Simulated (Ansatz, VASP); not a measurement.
# Two plane-wave programs on ZnS

```
Zn S
1.0
     3.81100    0.00000    0.00000
    -1.90550    3.30042    0.00000
     0.00000    0.00000    6.10932
Zn S
2 2
Direct
  0.66667 0.33333 0.50000
  0.33333 0.66667 0.00000
  0.66667 0.33333 0.88500
  0.33333 0.66667 0.38500
```

Alike in both runs: task single point; functional PBEsol; k mesh 7 × 7 × 4; occupations fermi-dirac, width 0.05 eV; no spin polarisation.

```csv
,VASP,Ansatz
version,VASP 6.6.1,Ansatz 0.2.0
potentials or method,"VASP PAW PBE potentials, release 64 (Zn, S)",Ansatz PAW
plane-wave cutoff (eV),520,420
valence electrons in the cell,36,36
```

VASP gave:

```
gap on the k mesh at the Fermi level (eV)                     : 2.18
least direct gap on the mesh (eV)                             : 2.18
pressure (GPa)                                                : 0.3
traceless stress, the component that is largest in VASP (GPa) : 0.42
rms of the force components (eV/Å)                            : 0.125
```

What did Ansatz give for the same quantities?

gap on the k mesh at the Fermi level (eV): 2.17; least direct gap on the mesh (eV): 2.17; pressure (GPa): 0.1; traceless stress, the component that is largest in VASP (GPa): 0.43; rms of the force components (eV/Å): 0.125.

VASP's potentials were made for PBE, not for PBEsol. Atom by atom the forces differ by 0.000 eV/Å (rms over components).

Noted on Ansatz's run: odd divisions of the mesh miss points on the zone boundary, where band edges often lie, so the gap on the mesh can be too wide.
